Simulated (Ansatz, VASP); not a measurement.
# Two plane-wave programs on LuSc4Se3

```
CELL_PARAMETERS angstrom
4.85954 0.00000 0.00000
0.00000 4.85954 0.00000
0.00000 0.00000 4.85954
ATOMIC_POSITIONS crystal
Lu 0.00000 0.00000 0.00000
Sc 0.50000 0.00000 0.00000
Sc 0.00000 0.50000 0.00000
Sc 0.00000 0.00000 0.50000
Sc 0.50000 0.50000 0.50000
Se 0.00000 0.50000 0.50000
Se 0.50000 0.00000 0.50000
Se 0.50000 0.50000 0.00000
```

Alike in both runs: task relaxation of cell and atoms; functional PBE; k mesh 4 × 4 × 4; occupations gaussian, width 0.1 eV; no spin polarisation.

|  | VASP | Ansatz |
| --- | --- | --- |
| version | VASP 6.6.1 | Ansatz 0.2.0 |
| potentials or method | VASP PAW PBE potentials, release 64 (Lu, Sc_sv, Se), cutoff 600 eV | scalar-relativistic, plane waves, PAW |
| valence electrons in the cell | 87 | 117 |

VASP gave:

| Property | Result |
| --- | --- |
| gap on the k mesh at the Fermi level, each at its own relaxed structure (eV) | none |
| relaxed volume (Å³/atom) | 22.53 |
| relaxed cell length with the largest relative difference (Å) | 5.649 |

**Question.** Estimate Ansatz's values.

**Answer.** gap on the k mesh at the Fermi level, each at its own relaxed structure (eV): none; relaxed volume (Å³/atom): 22.38; relaxed cell length with the largest relative difference (Å): 5.636.

A gap of «none» marks a metal or a gap that the smearing closes. VASP's potentials hold 87 valence electrons a cell and Ansatz's 117, so a difference there can come from the potentials and not from the codes.

Spin-orbit coupling is off throughout. Noted on VASP's run: the volume moved by over 15 % at a fixed basis, so the end points are rough.
